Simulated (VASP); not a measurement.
# Ba (Pm-3m) in VASP: a series of runs

The runs below take Ba through single point, with PBE.

Program: VASP 6.6.1. These are calculated values, not measurements. Logs are shortened: lines on timing, memory, paths and dates and some standing lists are left out, and cuts for length are marked.

**1. The cell of the first run**

It takes space group Pm-3m (No. 221, cubic). The conventional cell has a = 3.478 Å, b = 3.478 Å, c = 3.478 Å, α = 90.00°, β = 90.00°, γ = 90.00°. Ba (site symmetry m-3m) has 6 Ba at 3.48 Å within 4.6 Å.

This isn't the form of Ba at room conditions, which is bcc.

**2. Single point, PBE (42.06 Å³/atom)**

Input file INCAR:

```
ALGO = Normal
EDIFF = 1E-6
ENCUT = 520
GGA = PE
ISIF = 2
ISMEAR = -1
LASPH = T
LCHARG = T
LELF = T
LREAL = F
LVHAR = T
LWAVE = F
NBANDS = 11
NELM = 80
PREC = Accurate
SIGMA = 0.08
```

Input file KPOINTS:

```
k-points
0
Gamma
  9 9 9
```

Input file POSCAR:

```
Ba
1.0
    3.4778125792      0.0000000000      0.0000000000
    0.0000000000      3.4778125792      0.0000000000
    0.0000000000      0.0000000000      3.4778125792
Ba
1
Direct
    0.0000000000      0.0000000000      0.0000000000
```

Potentials or basis: VASP PAW PBE potentials, release 64 (Ba_sv).

Launch:

```console
$ cat potpaw_PBE.64/Ba_sv/POTCAR > POTCAR
$ mpirun -np 1 vasp_std > vasp.out
```

OUTCAR:

```text
EDIFF = 1E-6
   ENCUT = 520
   GGA = PE
   ISIF = 2
   ISMEAR = -1
   LASPH = T
   LREAL = F
   NELM = 80
   PREC = Accurate

 ion  position               nearest neighbor table
   1  0.000  0.000  0.000-

  LATTYP: Found a simple cubic cell.
 ALAT       =     3.4778125792

  Lattice vectors:

 A1 = (   3.4778125792,   0.0000000000,   0.0000000000)
 A2 = (   0.0000000000,   3.4778125792,   0.0000000000)
 A3 = (   0.0000000000,   0.0000000000,   3.4778125792)

Analysis of symmetry for initial positions (statically):
=====================================================================
 Subroutine PRICEL returns:
 Original cell was already a primitive cell.

 Routine SETGRP: Setting up the symmetry group for a
 simple cubic supercell.

 Subroutine GETGRP returns: Found 48 space group operations
 (whereof 48 operations were pure point group operations)
 out of a pool of 48 trial point group operations.

The static configuration has the point symmetry O_h .

Analysis of symmetry for dynamics (positions and initial velocities):
=====================================================================
 Subroutine PRICEL returns:
 Original cell was already a primitive cell.

 Routine SETGRP: Setting up the symmetry group for a
 simple cubic supercell.

 Subroutine GETGRP returns: Found 48 space group operations
 (whereof 48 operations were pure point group operations)
 out of a pool of 48 trial point group operations.

The dynamic configuration has the point symmetry O_h .

 Subroutine INISYM returns: Found 48 space group operations
 (whereof 48 operations are pure point group operations),
 and found     1 'primitive' translations

----------------------------------------------------------------------------------------

                                     Primitive cell

  volume of cell :      42.0648

  direct lattice vectors                    reciprocal lattice vectors
     3.477812579  0.000000000  0.000000000     0.287537059  0.000000000  0.000000000
     0.000000000  3.477812579  0.000000000     0.000000000  0.287537059  0.000000000
     0.000000000  0.000000000  3.477812579     0.000000000  0.000000000  0.287537059

  length of vectors
     3.477812579  3.477812579  3.477812579     0.287537059  0.287537059  0.287537059

  position of ions in fractional coordinates (direct lattice)
     0.000000000  0.000000000  0.000000000

  ion indices of the primitive-cell ions
   primitive index   ion index
                 1           1

----------------------------------------------------------------------------------------

 KPOINTS: k-points

Automatic generation of k-mesh.
 Grid dimensions read from file:
 generate k-points for:    9    9    9

 Generating k-lattice:

  Cartesian coordinates                     Fractional coordinates (reciprocal lattice)
     0.031948562  0.000000000  0.000000000     0.111111111  0.000000000  0.000000000
     0.000000000  0.031948562  0.000000000     0.000000000  0.111111111  0.000000000
     0.000000000  0.000000000  0.031948562     0.000000000  0.000000000  0.111111111

  Length of vectors
     0.031948562  0.031948562  0.031948562

  Shift w.r.t. Gamma in fractional coordinates (k-lattice)
     0.000000000  0.000000000  0.000000000

 Subroutine IBZKPT returns following result:
 ===========================================

 Found     35 irreducible k-points:

 Following reciprocal coordinates:
            Coordinates               Weight
  0.000000  0.000000  0.000000      1.000000
  0.111111  0.000000  0.000000      6.000000
  0.222222  0.000000  0.000000      6.000000
  0.333333  0.000000  0.000000      6.000000
  0.444444  0.000000  0.000000      6.000000
  0.111111  0.111111  0.000000     12.000000
[... 16 lines left out ...]
  0.333333  0.333333  0.111111     24.000000
  0.444444  0.333333  0.111111     48.000000
 [... further k-points ...]
   k-points           NKPTS =     35   k-points in BZ     NKDIM =     35   number of bands    NBANDS=     11
   number of dos      NEDOS =    301   number of ions     NIONS =      1
   total plane-waves  NPLWV =  21952
   dimension x,y,z NGX =    28 NGY =   28 NGZ =   28
   dimension x,y,z NGXF=    56 NGYF=   56 NGZF=   56
   ions per type =               1
   NGX,Y,Z   is equivalent  to a cutoff of  13.38, 13.38, 13.38 a.u.
   NGXF,Y,Z  is equivalent  to a cutoff of  26.77, 26.77, 26.77 a.u.
 SYSTEM =  unknown system
   PREC   = accura    normal or accurate (medium, high low for compatibility)
   ISTART =      0    job   : 0-new  1-cont  2-samecut
   ICHARG =      2    charge: 1-file 2-atom 10-const
   ISPIN  =      1    spin polarized calculation?
   LNONCOLLINEAR =      F non collinear calculations
   LSORBIT =      F    spin-orbit coupling
   LASPH  =      T    aspherical Exc in radial PAW
   ENCUT  =  520.0 eV  38.22 Ry    6.18 a.u.   6.47  6.47  6.47*2*pi/ulx,y,z
   NELM   =     80;   NELMIN=  2; NELMDL= -5     # of ELM steps
   EDIFF  = 0.1E-05   stopping-criterion for ELM
   LREAL  =      F    real-space projection
   EDIFFG = 0.1E-04   stopping-criterion for IOM
   NSW    =      0    number of steps for IOM
   IBRION =     -1    ionic relax: 0-MD 1-quasi-New 2-CG
   NFREE  =      0    steps in history (QN), initial steepest desc. (CG)
   ISIF   =      2    stress and relaxation
   ISYM   =      2    0-nonsym 1-usesym 2-fastsym
   POTIM  = 0.5000    time-step for ionic-motion
   TEBEG  =    0.0;   TEEND  =   0.0 temperature during run
   PSTRESS=    0.0 pullay stress
   NELECT =      10.0000    total number of electrons
   NUPDOWN=      -1.0000    fix difference up-down
   EMIN   =  10.00;   EMAX   =-10.00  energy-range for DOS
   EFERMI =   0.00;   METHOD = LEGACY
   ISMEAR =    -1;   SIGMA  =   0.08  broadening in eV -4-tet -1-fermi 0-gaus
   EFERMI_NEDOS =   21; number of points for ismear=-14 and -15
   IALGO  =     38    algorithm
   IMIX   =      4    mixing-type and parameters
     AMIX     =   0.40;   BMIX     =  1.00
     AMIX_MAG =   1.60;   BMIX_MAG =  1.00
  volume/ion in A,a.u.               =      42.06       283.87
  Fermi-wavevector in a.u.,A,eV,Ry     =   1.014150  1.916465 13.993582  1.028499
  Thomas-Fermi vector in A             =   2.147360
   LORBIT       =      0    0 simple, 1 ext, 2 COOP (PROOUT), +10 PAW based schemes
   GGA     = PE    functional components
   LHFCALC =     F    Hartree Fock is set to
   AEXX    =    0.0000 exact exchange contribution
   IVDW    =     0    specifies the selected vdW correction
   LEPSILON=     F    determine dielectric tensor
   LRPA    =     F    only Hartree local field effects (RPA)
 non-spin polarized calculation
  energy-cutoff  :      520.00
  volume of cell :       42.06
 maximum number of plane-waves:      1149
 NGX is ok and might be reduce to    28
   NGX = 13   NGY = 13   NGZ = 13

 number of electron      10.0000001 magnetization

 Free energy of the ion-electron system (eV)
  ---------------------------------------------------
  ext. energy  EPLUGINS =         0.00000000
  ---------------------------------------------------
  free energy    TOTEN  =        -1.32151377 eV

  energy without entropy =       -1.29607370  energy(sigma->0) =       -1.30879374

 E-fermi :   3.1782     XC(G=0):  -8.8131

 val. band max:        3.1714277012   @ k =   0.2222   0.0000   0.0000
 cond. band min:       3.1910824704   @ k =   0.1111   0.1111   0.0000
 fundamental gap:      0.0196547692
 Fermi energy:         3.1781996913

 k-point     1 :       0.0000    0.0000    0.0000
  band No.  band energies     occupation
      1     -25.7695      2.00000
      2      -9.9897      2.00000
      3      -9.9897      2.00000
      4      -9.9897      2.00000
      5       0.7111      2.00000
      6       2.8614      1.96260
      7       2.8614      1.96260
      8      10.1882      0.00000
      9      10.1882      0.00000
     10      10.1882      0.00000
     11      13.2909      0.00000

 k-point     2 :       0.1111    0.0000    0.0000
  band No.  band energies     occupation
      1     -25.7430      2.00000
      2     -10.2575      2.00000
      3      -9.9669      2.00000
      4      -9.9669      2.00000
      5       0.9877      2.00000
      6       2.9446      1.89762
      7       3.2607      0.52565
      8       9.3952      0.00000
      9       9.3952      0.00000
     10      10.2381      0.00000
     11      12.3057      0.00000

 k-point     3 :       0.2222    0.0000    0.0000
  band No.  band energies     occupation
      1     -25.6749      2.00000
      2     -10.8703      2.00000
      3      -9.9085      2.00000
      4      -9.9085      2.00000
      5       1.5882      2.00000
      6       3.1714      1.04230
      7       4.3271      0.00000
      8       8.1364      0.00000
      9       8.1364      0.00000
     10      10.3695      0.00000
     11      10.9975      0.00000

 k-point     4 :       0.3333    0.0000    0.0000
  band No.  band energies     occupation
      1     -25.5952      2.00000
      2     -11.4840      2.00000
      3      -9.8404      2.00000
      4      -9.8404      2.00000
      5       2.2776      1.99997
      6       3.4645      0.05430
      7       5.2064      0.00000
      8       7.1458      0.00000
      9       7.1458      0.00000
     10      10.5284      0.00000
     11      10.9007      0.00000
[... 239 lines left out ...]
 k-point    22 :       0.4444    0.2222    0.1111
  band No.  band energies     occupation
      1     -25.4254      2.00000
      2     -11.6892      2.00000
      3     -10.5870      2.00000
      4      -9.9589      2.00000
      5       2.9829      1.83983
      6       4.2030      0.00001
      7       5.5081      0.00000
      8       5.6207      0.00000
      9       8.1987      0.00000
     10       8.9850      0.00000
     11      12.8153      0.00000

 k-point    23 :       0.3333    0.3333    0.1111
  band No.  band energies     occupation
      1     -25.4005      2.00000
      2     -11.2555      2.00000
      3     -11.2072      2.00000
      4      -9.9370      2.00000
      5       2.4860      1.99965
      6       4.2637      0.00000
      7       6.2427      0.00000
      8       6.2529      0.00000
      9       8.1055      0.00000
     10       8.3573      0.00000
     11      12.5179      0.00000

 k-point    24 :       0.4444    0.3333    0.1111
  band No.  band energies     occupation
      1     -25.3489      2.00000
      2     -11.5822      2.00000
      3     -11.1630      2.00000
      4      -9.8902      2.00000
      5       2.0715      2.00000
      6       4.5600      0.00000
      7       5.7764      0.00000
      8       6.4302      0.00000
      9       8.4105      0.00000
     10       9.5363      0.00000
     11      12.5563      0.00000

 [... further k-points ...]

------------------------ aborting loop because EDIFF is reached ----------------------------------------

  FORCE on cell =-STRESS in cart. coord.  units (eV):
  Direction    XX          YY          ZZ          XY          YZ          ZX
  --------------------------------------------------------------------------------------
  -------------------------------------------------------------------------------------
  Total        1.5618866      1.5618866      1.5618866      0.0000000      0.0000000     -0.0000000
  in kB       59.4896711     59.4896711     59.4896711      0.0000000      0.0000000     -0.0000000
  external PRESSURE =      59.4896711 kB  Pullay stress =       0.0000000 kB

 VOLUME and BASIS-vectors are now :
 -----------------------------------------------------------------------------
  energy-cutoff  :      520.00
  volume of cell :       42.06
      direct lattice vectors                 reciprocal lattice vectors
     3.477812579  0.000000000  0.000000000     0.287537059  0.000000000  0.000000000
     0.000000000  3.477812579  0.000000000     0.000000000  0.287537059  0.000000000
     0.000000000  0.000000000  3.477812579     0.000000000  0.000000000  0.287537059

 POSITION                                       TOTAL-FORCE (eV/Angst)
 -----------------------------------------------------------------------------------
      0.00000      0.00000      0.00000         0.000000      0.000000      0.000000
 -----------------------------------------------------------------------------------
    total drift:                               -0.000000      0.000000     -0.000000

  FREE ENERGIE OF THE ION-ELECTRON SYSTEM (eV)
  ---------------------------------------------------
  free  energy   TOTEN  =        -1.3215137702 eV

  energy  without entropy=       -1.2960737007  energy(sigma->0) =       -1.30879374
```

Run time: 22 s. Hardware: 1 thread of Intel Xeon 8259CL, shared host; peak memory 0.16 GiB.

What came out:

- Free energy: -1.3215 eV
- Pressure: 5.9 GPa
- Band gap on the k mesh: zero (bands 5 and 6 overlap by 0.66 eV)

Caveat: the cell stands under pressure; spin-orbit coupling is left out, which moves the levels of the heavy elements.

**3. Single point, PBE (48.25 Å³/atom)**

This run uses another cell than the first one, of 48.25 Å³/atom.

Input file INCAR:

```
SYSTEM = Ba
PREC = Accurate ; ENCUT = 520
EDIFF = 1E-6 ; ISMEAR = -1
SIGMA = 0.08 ; LREAL = .FALSE.
LASPH = .TRUE. ; NELM = 100
ALGO = Normal ; ISIF = 2
LWAVE = .FALSE. ; LCHARG = .FALSE.
GGA = PE ; NBANDS = 11
```

Input file KPOINTS:

```
regular mesh
0
G
  9 9 9
  0 0 0
```

Input file POSCAR:

```
Ba
1.0
    3.6405589740      0.0000000000      0.0000000000
    0.0000000000      3.6405589740      0.0000000000
    0.0000000000      0.0000000000      3.6405589740
Ba
1
Direct
    0.0000000000      0.0000000000      0.0000000000
```

Potentials or basis: VASP PAW PBE potentials, release 64 (Ba_sv).

Launch:

```console
$ cat potpaw_PBE.64/Ba_sv/POTCAR > POTCAR
$ mpirun -np 1 vasp_std > vasp.out
```

Run time: 22 s. Hardware: 1 thread of Intel Xeon 8259CL, shared host; peak memory 0.16 GiB.

Results (log left out):

```yaml
Free_energy: -1.4909 eV
Pressure: 3.1 GPa
Band_gap_on_the_k_mesh: zero (bands 5 and 6 overlap by 0.18 eV)
```

Levels at points of the mesh, in eV from the Fermi level:
| k point | band 2 | band 3 | band 4 | band 5 | band 6 | band 7 | band 8 | band 9 |
| --- | --- | --- | --- | --- | --- | --- | --- | --- |
| (0.00, 0.00, 0.00) | -13.47 | -13.47 | -13.47 | -2.54 | -0.13 | -0.13 | 6.17 | 6.17 |

Caveat: the cell stands under pressure; spin-orbit coupling is left out, which moves the levels of the heavy elements.

**4. Single point, PBE**

This run uses another cell than the first one, of 61.86 Å³/atom.

Input file INCAR:

```
ALGO = Normal
EDIFF = 1E-7
ENCUT = 520
GGA = PE
ISIF = 2
ISMEAR = -1
LASPH = T
LCHARG = F
LREAL = F
LWAVE = F
NBANDS = 11
NELM = 60
PREC = Accurate
SIGMA = 0.08
```

Input file KPOINTS:

```
k-points
0
Gamma
  9 9 9
```

Input file POSCAR:

```
Ba
1.0
    3.9549093763      0.0000000000      0.0000000000
    0.0000000000      3.9549093763      0.0000000000
    0.0000000000      0.0000000000      3.9549093763
Ba
1
Direct
    0.0000000000      0.0000000000      0.0000000000
```

Launch:

```console
$ cat potpaw_PBE.64/Ba_sv/POTCAR > POTCAR
$ mpirun -np 1 vasp_std > vasp.out
```

Run time: 37 s. Hardware: 1 thread of Intel Xeon 8259CL, shared host; peak memory 0.18 GiB.

Results (log left out):

| Quantity | Value |
| --- | --- |
| Free energy | -1.6069 eV |
| Pressure | 0.1 GPa |

Levels at points of the mesh, in eV from the Fermi level:
```tsv
k point	band 3	band 4	band 5	band 6	band 7	band 8
(0.00, 0.00, 0.00)	-14.00	-14.00	-2.58	0.05	0.05	4.84
```

Caveat: spin-orbit coupling is left out, which moves the levels of the heavy elements.

**5. Summary**

| cell | gap on the mesh (eV) | pressure (GPa) |
| --- | --- | --- |
| a = 3.478 Å, 1 atom | none | 5.9 |
| a = 3.641 Å, 1 atom | none | 3.1 |
| a = 3.955 Å, 1 atom | - | 0.1 |

Alike in all rows: task single point; level PBE; potentials or basis VASP PAW PBE potentials, release 64 (Ba_sv); no spin polarisation; k mesh 9 × 9 × 9; cutoff (eV) 520; smearing fermi-dirac 0.08 eV.

Caveats: spin-orbit coupling is left out, which moves the levels of the heavy elements; the cell stands under pressure (at least some runs).

Total energies depend on the potentials used, so only differences within one code and one set of settings carry meaning.

The gap in the log of VASP goes by the Fermi energy; the results here count the filled bands.